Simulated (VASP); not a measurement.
A run of VASP 6.6.1:

Contents of POSCAR:

```
MoS2
1.0
    1.6037350000      0.9259170000      6.2569270000
   -1.6037350000      0.9259170000      6.2569270000
    0.0000000000     -1.8518340000      6.2569270000
Mo S
1 2
Direct
   -0.0018331843      0.0030928166      0.0013609832
    0.4312845889      0.4144127242      0.3966540840
    0.2259138186      0.2545968616      0.2655875243
```

Contents of INCAR.step1:

```
PREC = Accurate ; ENCUT = 520
ISMEAR = -1 ; SIGMA = 0.026
LREAL = F ; LASPH = T
NELM = 80 ; NBANDS = 20
GGA = PE ; ALGO = Normal
EDIFF = 1E-4 ; LWAVE = T
LCHARG = F
```

The input INCAR.step2:

```
PREC = Accurate ; ENCUT = 520
EDIFF = 1E-6 ; ISMEAR = -1
SIGMA = 0.026 ; LREAL = F
LASPH = T ; NELM = 80
ALGO = Normal ; ISIF = 2
LWAVE = F ; LCHARG = F
METAGGA = R2SCAN ; LMIXTAU = T
NBANDS = 20 ; ISTART = 1
```

Contents of KPOINTS:

```
regular mesh
0
Gamma
  6 6 6
```

Potentials or basis: VASP PAW PBE potentials, release 64 (Mo_sv, S).

Run with:

```sh
$ cat potpaw_PBE.64/Mo_sv/POTCAR potpaw_PBE.64/S/POTCAR > POTCAR
$ cp INCAR.step1 INCAR
$ mpirun -np 1 vasp_std > vasp.out
$ cp INCAR.step2 INCAR
$ mpirun -np 1 vasp_std > vasp.out
```

Hardware: 1 thread of Intel Xeon 8259CL, with other jobs on the host.

Problem. Estimate the wall time of this run.

Solution. Run time: 39 min on 1 thread of Intel Xeon 8259CL (shared host), peak memory 0.45 GiB. Counts: k points 112.
